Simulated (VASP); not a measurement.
Input of a VASP 6.6.1 run:

File INCAR:

```
SYSTEM = SiC
PREC = Accurate
ENCUT = 520
EDIFF = 1E-6
ISMEAR = 0
SIGMA = 0.01
LREAL = .FALSE.
LASPH = .TRUE.
NELM = 100
ALGO = Normal
ISIF = 2
LWAVE = .FALSE.
LCHARG = .FALSE.
GGA = PE
NBANDS = 11
```

The input KPOINTS:

```
Automatic mesh
0
G
  3 3 3
  0 0 0
```

Contents of POSCAR:

```
SiC
1.0
    0.0000000000      2.1790000000      2.1790000000
    2.1790000000      0.0000000000      2.1790000000
    2.1790000000      2.1790000000      0.0000000000
Si C
1 1
Direct
    0.0000000000      0.0000000000      0.0000000000
    0.2500000000      0.2500000000      0.2500000000
```

Potentials or basis: VASP PAW PBE potentials, release 64 (Si, C).

Launch:

```sh
$ cat potpaw_PBE.64/Si/POTCAR potpaw_PBE.64/C/POTCAR > POTCAR
$ mpirun -np 1 vasp_std > vasp.out
```

(1) Estimate the band gap on the k mesh.

(2) What does it give for the pressure?

Answers

(1) 2.50 eV, indirect (least direct gap 5.15 eV).

(2) 4.8 GPa.

Caveat: the k points lie up to 0.83 Å⁻¹ apart.
